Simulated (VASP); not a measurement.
# LiCl (F-43m) in VASP: settings compared

LiCl is run at these levels: PBE, r2SCAN, HSE06; tasks: single point.

Program: VASP 6.6.1. These are calculated values, not measurements. Logs are shortened: lines on timing, memory, paths and dates and some standing lists are left out, and cuts for length are marked.

### Step 1. The cell of the first run

Symmetry: F-43m, No. 216, cubic system. Conventional cell: a = 5.466 Å, b = 5.466 Å, c = 5.466 Å, α = 90.00°, β = 90.00°, γ = 90.00°. Li (site symmetry -43m) has 4 Cl at 2.37 Å within 3.1 Å. Within 3.1 Å of Cl (site symmetry -43m) lie 4 Li at 2.37 Å.

### Step 2. Single point, PBE

File INCAR:

```
SYSTEM = LiCl
PREC = Accurate ; ENCUT = 520
EDIFF = 1E-6 ; ISMEAR = 0
SIGMA = 0.01 ; LREAL = .False.
LASPH = .True. ; NELM = 100
ALGO = Normal ; ISIF = 2
LWAVE = .False. ; LCHARG = .False.
GGA = PE ; NBANDS = 12
```

File KPOINTS:

```
Automatic mesh
0
Gamma
  6 6 6
  0 0 0
```

File POSCAR:

```
LiCl
1.0
    0.0000000000      2.7330425217      2.7330425217
    2.7330425217      0.0000000000      2.7330425217
    2.7330425217      2.7330425217      0.0000000000
Li Cl
1 1
Direct
    0.0000000000      0.0000000000      0.0000000000
    0.2500000000      0.2500000000      0.2500000000
```

Potentials or basis: VASP PAW PBE potentials, release 64 (Li_sv, Cl).

Launch:

```sh
$ cat potpaw_PBE.64/Li_sv/POTCAR potpaw_PBE.64/Cl/POTCAR > POTCAR
$ mpirun -np 1 vasp_std > vasp.out
```

OUTCAR:

```text
SYSTEM = LiCl
   PREC = Accurate
   ENCUT = 520
   EDIFF = 1E-6
   ISMEAR = 0
   LREAL = .False.
   LASPH = .True.
   NELM = 100
   ISIF = 2
   GGA = PE

 ion  position               nearest neighbor table
   1  0.000  0.000  0.000-   2 2.37   2 2.37   2 2.37   2 2.37
   2  0.250  0.250  0.250-   1 2.37   1 2.37   1 2.37   1 2.37

  LATTYP: Found a face centered cubic cell.
 ALAT       =     5.4660850434

  Lattice vectors:

 A1 = (   0.0000000000,   2.7330425217,   2.7330425217)
 A2 = (   2.7330425217,   0.0000000000,   2.7330425217)
 A3 = (   2.7330425217,   2.7330425217,   0.0000000000)

Analysis of symmetry for initial positions (statically):
[... 5 lines left out ...]
 face centered cubic supercell.

 Subroutine GETGRP returns: Found 24 space group operations
 (whereof 24 operations were pure point group operations)
 out of a pool of 48 trial point group operations.

The static configuration has the point symmetry T_d .

Analysis of symmetry for dynamics (positions and initial velocities):
[... 5 lines left out ...]
 face centered cubic supercell.

 Subroutine GETGRP returns: Found 24 space group operations
 (whereof 24 operations were pure point group operations)
 out of a pool of 48 trial point group operations.

The dynamic configuration has the point symmetry T_d .

 Subroutine INISYM returns: Found 24 space group operations
 (whereof 24 operations are pure point group operations),
 and found     1 'primitive' translations

----------------------------------------------------------------------------------------

                                     Primitive cell

  volume of cell :      40.8290

  direct lattice vectors                    reciprocal lattice vectors
     0.000000000  2.733042522  2.733042522    -0.182946294  0.182946294  0.182946294
     2.733042522  0.000000000  2.733042522     0.182946294 -0.182946294  0.182946294
     2.733042522  2.733042522  0.000000000     0.182946294  0.182946294 -0.182946294

  length of vectors
     3.865105801  3.865105801  3.865105801     0.316872276  0.316872276  0.316872276

  position of ions in fractional coordinates (direct lattice)
     0.000000000  0.000000000  0.000000000
     0.250000000  0.250000000  0.250000000

  ion indices of the primitive-cell ions
   primitive index   ion index
                 1           1
                 2           2

----------------------------------------------------------------------------------------

 KPOINTS: Automatic mesh

Automatic generation of k-mesh.
 Grid dimensions read from file:
 generate k-points for:    6    6    6

 Generating k-lattice:

  Cartesian coordinates                     Fractional coordinates (reciprocal lattice)
    -0.030491049  0.030491049  0.030491049     0.166666667  0.000000000  0.000000000
     0.030491049 -0.030491049  0.030491049     0.000000000  0.166666667  0.000000000
     0.030491049  0.030491049 -0.030491049     0.000000000  0.000000000  0.166666667

  Length of vectors
     0.052812046  0.052812046  0.052812046

  Shift w.r.t. Gamma in fractional coordinates (k-lattice)
     0.000000000  0.000000000  0.000000000

 Subroutine IBZKPT returns following result:
 ===========================================

 Found     16 irreducible k-points:

 Following reciprocal coordinates:
[... 6 lines left out ...]
  0.333333  0.166667  0.000000     24.000000
[... 8 lines left out ...]
 -0.333333  0.333333  0.166667     24.000000
 -0.333333  0.500000  0.166667     12.000000
   k-points           NKPTS =     16   k-points in BZ     NKDIM =     16   number of bands    NBANDS=     12
   number of dos      NEDOS =    301   number of ions     NIONS =      2
   total plane-waves  NPLWV =  27000
   dimension x,y,z NGX =    30 NGY =   30 NGZ =   30
   dimension x,y,z NGXF=    60 NGYF=   60 NGZF=   60
   ions per type =               1   1
   NGX,Y,Z   is equivalent  to a cutoff of  12.90, 12.90, 12.90 a.u.
   NGXF,Y,Z  is equivalent  to a cutoff of  25.81, 25.81, 25.81 a.u.
 SYSTEM =  LiCl
   PREC   = accura    normal or accurate (medium, high low for compatibility)
   ISTART =      0    job   : 0-new  1-cont  2-samecut
   ICHARG =      2    charge: 1-file 2-atom 10-const
   ISPIN  =      1    spin polarized calculation?
   LNONCOLLINEAR =      F non collinear calculations
   LSORBIT =      F    spin-orbit coupling
   LASPH  =      T    aspherical Exc in radial PAW
   ENCUT  =  520.0 eV  38.22 Ry    6.18 a.u.   7.19  7.19  7.19*2*pi/ulx,y,z
   NELM   =    100;   NELMIN=  2; NELMDL= -5     # of ELM steps
   EDIFF  = 0.1E-05   stopping-criterion for ELM
   LREAL  =      F    real-space projection
   EDIFFG = 0.1E-04   stopping-criterion for IOM
   NSW    =      0    number of steps for IOM
   IBRION =     -1    ionic relax: 0-MD 1-quasi-New 2-CG
   NFREE  =      0    steps in history (QN), initial steepest desc. (CG)
   ISIF   =      2    stress and relaxation
   ISYM   =      2    0-nonsym 1-usesym 2-fastsym
   POTIM  = 0.5000    time-step for ionic-motion
   TEBEG  =    0.0;   TEEND  =   0.0 temperature during run
   PSTRESS=    0.0 pullay stress
   NELECT =      10.0000    total number of electrons
   NUPDOWN=      -1.0000    fix difference up-down
   EMIN   =  10.00;   EMAX   =-10.00  energy-range for DOS
   EFERMI =   0.00;   METHOD = LEGACY
   ISMEAR =     0;   SIGMA  =   0.01  broadening in eV -4-tet -1-fermi 0-gaus
   EFERMI_NEDOS =   21; number of points for ismear=-14 and -15
   IALGO  =     38    algorithm
   IMIX   =      4    mixing-type and parameters
     AMIX     =   0.40;   BMIX     =  1.00
     AMIX_MAG =   1.60;   BMIX_MAG =  1.00
  volume/ion in A,a.u.               =      20.41       137.76
  Fermi-wavevector in a.u.,A,eV,Ry     =   1.024279  1.935607 14.274529  1.049148
  Thomas-Fermi vector in A             =   2.158058
   LORBIT       =      0    0 simple, 1 ext, 2 COOP (PROOUT), +10 PAW based schemes
   GGA     = PE    functional components
   LHFCALC =     F    Hartree Fock is set to
   AEXX    =    0.0000 exact exchange contribution
   IVDW    =     0    specifies the selected vdW correction
   LEPSILON=     F    determine dielectric tensor
   LRPA    =     F    only Hartree local field effects (RPA)
 non-spin polarized calculation
 Gauss-broadening in eV      SIGMA  =   0.01
  energy-cutoff  :      520.00
  volume of cell :       40.83
 maximum number of plane-waves:      1113
 NGX is ok and might be reduce to    30
   NGX = 15   NGY = 15   NGZ = 15

 number of electron      10.0000001 magnetization

 Free energy of the ion-electron system (eV)
  ---------------------------------------------------
  ext. energy  EPLUGINS =         0.00000000
  ---------------------------------------------------
  free energy    TOTEN  =        -7.42513908 eV

  energy without entropy =       -7.42513908  energy(sigma->0) =       -7.42513908

 E-fermi :  -1.0444     XC(G=0):  -7.7281

 val. band max:       -1.1403055055   @ k =   0.0000   0.0000   0.0000
 cond. band min:       4.9149811868   @ k =   0.0000   0.0000   0.0000
 fundamental gap:      6.0552866923
 Fermi energy:        -1.0444320325

 k-point     1 :       0.0000    0.0000    0.0000
  band No.  band energies     occupation
      1     -43.9810      2.00000
      2     -13.8747      2.00000
      3      -1.1403      2.00000
      4      -1.1403      2.00000
      5      -1.1403      2.00000
      6       4.9150      0.00000
      7       9.0388      0.00000
      8       9.0389      0.00000
      9       9.0389      0.00000
     10      13.3970      0.00000
     11      13.3970      0.00000
     12      16.5816      0.00000

 k-point     2 :       0.1667    0.0000    0.0000
  band No.  band energies     occupation
      1     -43.9807      2.00000
      2     -13.8046      2.00000
      3      -1.7520      2.00000
      4      -1.2182      2.00000
      5      -1.2182      2.00000
      6       5.5902      0.00000
      7       9.2106      0.00000
      8       9.3091      0.00000
      9       9.3091      0.00000
     10      12.7140      0.00000
     11      12.7140      0.00000
     12      15.3146      0.00000

 k-point     3 :       0.3333    0.0000    0.0000
  band No.  band energies     occupation
      1     -43.9799      2.00000
      2     -13.6567      2.00000
      3      -2.7434      2.00000
      4      -1.3639      2.00000
      5      -1.3639      2.00000
      6       6.7374      0.00000
      7       9.3731      0.00000
      8       9.3731      0.00000
      9       9.4695      0.00000
     10      13.2789      0.00000
     11      13.2789      0.00000
     12      15.0393      0.00000
[... 166 lines left out ...]
 k-point    15 :      -0.3333    0.3333    0.1667
  band No.  band energies     occupation
      1     -43.9791      2.00000
      2     -13.5075      2.00000
      3      -2.7662      2.00000
      4      -2.1666      2.00000
      5      -1.8142      2.00000
      6       7.3209      0.00000
      7       8.5963      0.00000
      8      10.5151      0.00000
      9      10.8990      0.00000
     10      12.1926      0.00000
     11      14.7970      0.00000
     12      15.6504      0.00000

 k-point    16 :      -0.3333    0.5000    0.1667
  band No.  band energies     occupation
      1     -43.9790      2.00000
      2     -13.4841      2.00000
      3      -2.6406      2.00000
      4      -2.1711      2.00000
      5      -2.0919      2.00000
      6       6.4835      0.00000
      7       9.2148      0.00000
      8      10.5160      0.00000
      9      11.3092      0.00000
     10      12.9662      0.00000
     11      15.2512      0.00000
     12      16.0014      0.00000

------------------------ aborting loop because EDIFF is reached ----------------------------------------

  FORCE on cell =-STRESS in cart. coord.  units (eV):
  Direction    XX          YY          ZZ          XY          YZ          ZX
  --------------------------------------------------------------------------------------
  -------------------------------------------------------------------------------------
  Total        0.1565132      0.1565132      0.1565132     -0.0000000     -0.0000000      0.0000000
  in kB        6.1417520      6.1417520      6.1417520     -0.0000000     -0.0000000      0.0000000
  external PRESSURE =       6.1417520 kB  Pullay stress =       0.0000000 kB

 VOLUME and BASIS-vectors are now :
 -----------------------------------------------------------------------------
  energy-cutoff  :      520.00
  volume of cell :       40.83
      direct lattice vectors                 reciprocal lattice vectors
     0.000000000  2.733042522  2.733042522    -0.182946294  0.182946294  0.182946294
     2.733042522  0.000000000  2.733042522     0.182946294 -0.182946294  0.182946294
     2.733042522  2.733042522  0.000000000     0.182946294  0.182946294 -0.182946294

 POSITION                                       TOTAL-FORCE (eV/Angst)
 -----------------------------------------------------------------------------------
      0.00000      0.00000      0.00000        -0.000000     -0.000000     -0.000000
      1.36652      1.36652      1.36652         0.000000      0.000000      0.000000
 -----------------------------------------------------------------------------------
    total drift:                                0.000000      0.000000      0.000000

  FREE ENERGIE OF THE ION-ELECTRON SYSTEM (eV)
  ---------------------------------------------------
  free  energy   TOTEN  =        -7.4251390778 eV

  energy  without entropy=       -7.4251390778  energy(sigma->0) =       -7.42513908
```

Run time: 9.3 s. Hardware: 1 thread of AMD EPYC 7R43 (Zen 3), shared host; peak memory 0.12 GiB.

Results:

```yaml
Free_energy: -7.4251 eV
Band_gap_on_the_k_mesh: 6.06 eV, direct
```

Levels at points of the mesh, in eV from the valence-band top:
| k point | band 1 | band 2 | band 3 | band 4 | band 5 | band 6 | band 7 | band 8 | band 9 | band 10 |
| --- | --- | --- | --- | --- | --- | --- | --- | --- | --- | --- |
| (0.00, 0.00, 0.00) | -42.84 | -12.73 | 0.00 | 0.00 | 0.00 | 6.06 | 10.18 | 10.18 | 10.18 | 14.54 |
| (0.50, 0.00, 0.00) | -42.84 | -12.44 | -2.03 | -0.29 | -0.29 | 8.39 | 10.35 | 10.35 | 10.76 | 16.16 |
| (0.50, 0.50, 0.00) | -42.84 | -12.35 | -1.65 | -0.84 | -0.84 | 6.64 | 9.66 | 13.51 | 13.95 | 13.95 |

Caveat: the cutoff is under 1.25 times the usual one of these potentials, so pressure, stress and relaxed cells hold a basis-set (Pulay) error.

### Step 3. Single point, r2SCAN

POSCAR is that of step 2.

File INCAR.step1:

```
PREC = Accurate ; ENCUT = 520
ISMEAR = 0 ; SIGMA = 0.01
LREAL = False ; LASPH = True
NELM = 100 ; NBANDS = 12
GGA = PE ; ALGO = Normal
EDIFF = 1E-4 ; LWAVE = True
LCHARG = False
```

File INCAR.step2:

```
PREC = Accurate ; ENCUT = 520
EDIFF = 1E-6 ; ISMEAR = 0
SIGMA = 0.01 ; LREAL = False
LASPH = True ; NELM = 100
ALGO = Normal ; ISIF = 2
LWAVE = False ; LCHARG = False
METAGGA = R2SCAN ; LMIXTAU = True
NBANDS = 12 ; ISTART = 1
```

File KPOINTS:

```
Automatic mesh
0
Gamma
  6 6 6
```

Potentials or basis: VASP PAW PBE potentials, release 64 (Li_sv, Cl).

Launch:

```sh
$ cat potpaw_PBE.64/Li_sv/POTCAR potpaw_PBE.64/Cl/POTCAR > POTCAR
$ cp INCAR.step1 INCAR
$ mpirun -np 1 vasp_std > vasp.out
$ cp INCAR.step2 INCAR
$ mpirun -np 1 vasp_std > vasp.out
```

OUTCAR:

```text
PREC = Accurate
   ENCUT = 520
   EDIFF = 1E-6
   ISMEAR = 0
   LREAL = False
   LASPH = True
   NELM = 100
   ISIF = 2
   METAGGA = R2SCAN
   ISTART = 1

 ion  position               nearest neighbor table
   1  0.000  0.000  0.000-   2 2.37   2 2.37   2 2.37   2 2.37
   2  0.250  0.250  0.250-   1 2.37   1 2.37   1 2.37   1 2.37

  LATTYP: Found a face centered cubic cell.
 ALAT       =     5.4660850434

  Lattice vectors:

 A1 = (   0.0000000000,   2.7330425217,   2.7330425217)
[... 416 lines left out ...]
------------------------ aborting loop because EDIFF is reached ----------------------------------------

  FORCE on cell =-STRESS in cart. coord.  units (eV):
  Direction    XX          YY          ZZ          XY          YZ          ZX
  --------------------------------------------------------------------------------------
  -------------------------------------------------------------------------------------
  Total       -0.0687979     -0.0687979     -0.0687979     -0.0000000      0.0000000     -0.0000000
  in kB       -2.6997065     -2.6997065     -2.6997065     -0.0000000      0.0000000     -0.0000000
  external PRESSURE =      -2.6997065 kB  Pullay stress =       0.0000000 kB

 VOLUME and BASIS-vectors are now :
 -----------------------------------------------------------------------------
  energy-cutoff  :      520.00
  volume of cell :       40.83
      direct lattice vectors                 reciprocal lattice vectors
     0.000000000  2.733042522  2.733042522    -0.182946294  0.182946294  0.182946294
     2.733042522  0.000000000  2.733042522     0.182946294 -0.182946294  0.182946294
     2.733042522  2.733042522  0.000000000     0.182946294  0.182946294 -0.182946294

 POSITION                                       TOTAL-FORCE (eV/Angst)
 -----------------------------------------------------------------------------------
      0.00000      0.00000      0.00000         0.000000      0.000000      0.000000
      1.36652      1.36652      1.36652        -0.000000     -0.000000     -0.000000
 -----------------------------------------------------------------------------------
    total drift:                                0.000000      0.000000      0.000000

  FREE ENERGIE OF THE ION-ELECTRON SYSTEM (eV)
  ---------------------------------------------------
  free  energy   TOTEN  =       -12.5778804480 eV

  energy  without entropy=      -12.5778804480  energy(sigma->0) =      -12.57788045
```

OSZICAR.step1:

```text
N       E                     dE             d eps       ncg     rms          rms(c)
DAV:   1     0.428545364555E+02    0.42855E+02   -0.38191E+03   384   0.736E+02
DAV:   2    -0.466140938922E+01   -0.47516E+02   -0.45800E+02   476   0.141E+02
DAV:   3    -0.745232007123E+01   -0.27909E+01   -0.27825E+01   480   0.364E+01
DAV:   4    -0.753745128144E+01   -0.85131E-01   -0.85113E-01   596   0.627E+00
DAV:   5    -0.753799486113E+01   -0.54358E-03   -0.54358E-03   496   0.532E-01    0.232E+00
DAV:   6    -0.741046899167E+01    0.12753E+00   -0.28231E-01   424   0.226E+00    0.172E+00
DAV:   7    -0.741329405538E+01   -0.28251E-02   -0.78642E-02   480   0.134E+00    0.102E+00
DAV:   8    -0.742465903125E+01   -0.11365E-01   -0.14270E-02   452   0.727E-01    0.193E-01
DAV:   9    -0.742473090272E+01   -0.71871E-04   -0.24927E-04   524   0.108E-01
   1 F= -.74247309E+01 E0= -.74247309E+01  d E =-.130902E-37
```

Wall time 41 s (1 thread of AMD EPYC 7R43 (Zen 3), shared host); peak memory 0.13 GiB.

What came out:

```
Free energy            : -12.5779 eV
Band gap on the k mesh : 6.77 eV, direct
```

Levels at points of the mesh, in eV from the valence-band top:
```tsv
k point	band 1	band 2	band 3	band 4	band 5	band 6	band 7	band 8	band 9	band 10
(0.00, 0.00, 0.00)	-44.13	-13.30	0.00	0.00	0.00	6.77	11.05	11.05	11.05	15.32
(0.50, 0.00, 0.00)	-44.13	-13.00	-2.04	-0.29	-0.29	9.21	11.13	11.13	11.47	17.09
(0.50, 0.50, 0.00)	-44.13	-12.90	-1.65	-0.85	-0.85	7.18	10.44	14.68	15.12	15.12
```

Caveat: the cutoff is under 1.25 times the usual one of these potentials, so pressure, stress and relaxed cells hold a basis-set (Pulay) error; the PAW data sets were made with another functional, which shifts forces and pressure a little. r2SCAN opens gaps a little over a GGA but as a rule still falls short of measured ones.

### Step 4. Single point, HSE06

POSCAR is that of step 3.

File INCAR.step1:

```
SYSTEM = LiCl
PREC = Accurate ; ENCUT = 520
EDIFF = 1E-5 ; ISMEAR = 0
SIGMA = 0.01 ; LREAL = .FALSE.
LASPH = .TRUE. ; NELM = 100
ALGO = Normal ; ISIF = 2
LWAVE = .TRUE. ; LCHARG = .FALSE.
GGA = PE ; NBANDS = 12
```

File INCAR.step2:

```
SYSTEM = LiCl
PREC = Accurate ; ENCUT = 520
EDIFF = 1E-6 ; ISMEAR = 0
SIGMA = 0.01 ; LREAL = .FALSE.
LASPH = .TRUE. ; NELM = 100
ALGO = Normal ; ISIF = 2
LWAVE = .FALSE. ; LCHARG = .FALSE.
GGA = PE ; LHFCALC = .TRUE.
HFSCREEN = 0.2079 ; PRECFOCK = Normal
ISTART = 1 ; NBANDS = 12
```

File KPOINTS:

```
Automatic mesh
0
G
  6 6 6
  0 0 0
```

Launch:

```sh
$ cat potpaw_PBE.64/Li_sv/POTCAR potpaw_PBE.64/Cl/POTCAR > POTCAR
$ cp INCAR.step1 INCAR
$ mpirun -np 1 vasp_std > vasp.out
$ cp INCAR.step2 INCAR
$ mpirun -np 1 vasp_std > vasp.out
```

Run time: 13 min. Hardware: 1 thread of AMD EPYC 7R43 (Zen 3), shared host; peak memory 0.24 GiB.

The run converged. Its results:

* Free energy: -8.4937 eV
* Band gap on the k mesh: 7.38 eV, direct

Levels at points of the mesh, in eV from the valence-band top:
```csv
k point,band 1,band 2,band 3,band 4,band 5,band 6,band 7,band 8,band 9,band 10
"(0.00, 0.00, 0.00)",-45.54,-13.94,0.00,0.00,0.00,7.38,11.73,11.73,11.73,16.23
"(0.50, 0.00, 0.00)",-45.54,-13.61,-2.18,-0.31,-0.31,9.81,11.86,11.86,12.23,17.97
"(0.50, 0.50, 0.00)",-45.54,-13.51,-1.78,-0.90,-0.90,7.94,11.09,15.21,15.67,15.67
```

Caveat: the cutoff is under 1.25 times the usual one of these potentials, so pressure, stress and relaxed cells hold a basis-set (Pulay) error; the PAW data sets were made with another functional, which shifts forces and pressure a little.

### Step 5. The runs side by side

| level | grid for exact exchange (PRECFOCK) | screening parameter | gap on the mesh (eV) |
| --- | --- | --- | --- |
| PBE | - | - | 6.06 |
| r2SCAN | - | - | 6.77 |
| HSE06 | Normal | 0.2079 1/Å | 7.38 |

Alike in all rows: task single point; potentials or basis VASP PAW PBE potentials, release 64 (Li_sv, Cl); no spin polarisation; cell as given; k mesh 6 × 6 × 6; cutoff (eV) 520; smearing gaussian 0.01 eV.

On the cell as given the gap runs from 6.06 eV (PBE) to 7.38 eV (HSE06).

Caveats: the cutoff is under 1.25 times the usual one of these potentials, so pressure, stress and relaxed cells hold a basis-set (Pulay) error; the PAW data sets were made with another functional, which shifts forces and pressure a little (some runs).

Absolute energies hang on the potentials; compare differences alone.
